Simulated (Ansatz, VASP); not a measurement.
## One calculation of SiO2, two programs

```
Si O
1.0
     4.88140    0.00000    0.00000
     0.00000    4.88140    0.00000
     0.00000    0.00000    6.78112
Si O
4 8
Cartesian
  3.9628 3.9628 3.3906
  3.3593 1.5221 1.6953
  0.9186 0.9186 0.0000
  1.5221 3.3593 5.0858
  1.2967 1.8160 5.4939
  0.6247 3.7374 3.7986
  3.5847 3.0654 2.1033
  4.2567 1.1440 0.4080
  3.7374 0.6247 2.9825
  3.0654 3.5847 4.6778
  1.1440 4.2567 6.3731
  1.8160 1.2967 1.2872
```

Alike in both runs: functional r2SCAN; k mesh 6 × 6 × 4; occupations fermi-dirac, width 0.02 eV; no spin polarisation.

Ansatz relaxed the structure, and its values are those at the end. VASP's run is a single point on that final structure, the one shown.

|  | VASP | Ansatz |
| --- | --- | --- |
| version | VASP 6.6.1 | Ansatz 0.2.0 |
| potentials or method | VASP PAW PBE potentials, release 64 (Si, O), cutoff 520 eV | PAW plane waves |
| valence electrons in the cell | 64 | 64 |

```csv
,VASP,Ansatz,Ansatz less VASP
gap on the k mesh at the Fermi level (eV),6.48,6.48,+0.002
pressure (GPa),1.3,1.1,-0.20
rms of the force components (eV/Å),0.011,0.000,-0.0107
```

VASP's potentials were made for PBE, not for r2SCAN. Ansatz's warnings: stress scf threshold loose.
